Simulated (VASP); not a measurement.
Input of a VASP 6.6.1 run:

The input INCAR:

```
SYSTEM = Mo
  PREC = Accurate
  ENCUT = 520
  EDIFF = 1E-6
  ISMEAR = -1
  SIGMA = 0.05
  LREAL = .False.
  LASPH = .True.
  NELM = 80
  ALGO = Normal
  ISIF = 2
  LWAVE = .False.
  LCHARG = .False.
  NBANDS = 21
```

File KPOINTS:

```
Automatic mesh
0
Gamma
  12 12 7
  0 0 0
```

Contents of POSCAR:

```
Mo
1.0
    2.8252342238      0.0000000000      0.0000000000
   -1.4126171119      2.4467246095      0.0000000000
    0.0000000000      0.0000000000      4.5768794426
Mo
2
Direct
    0.2533333333      0.6266666667      0.1900000000
    0.7466666667      0.3733333333      0.8100000000
```

Potentials or basis: VASP PAW LDA potentials, release 64 (Mo_sv).

Launch:

```sh
$ cat potpaw_LDA.64/Mo_sv/POTCAR > POTCAR
$ mpirun -np 1 vasp_std > vasp.out
```

(1) Estimate the band gap on the k mesh.

(2) Estimate the pressure.

(3) What does it give for the largest force?

Results:

(1) zero (bands 14 and 15 overlap by 3.17 eV).

(2) 29.3 GPa.

(3) 5.963 eV/Å.

Caveat: the cell differs from its parent crystal (shortest bond scaled by 0.76); the cell stands under pressure; forces of over 1 eV/Å act on the atoms, so gaps and moduli don't describe the material at rest.
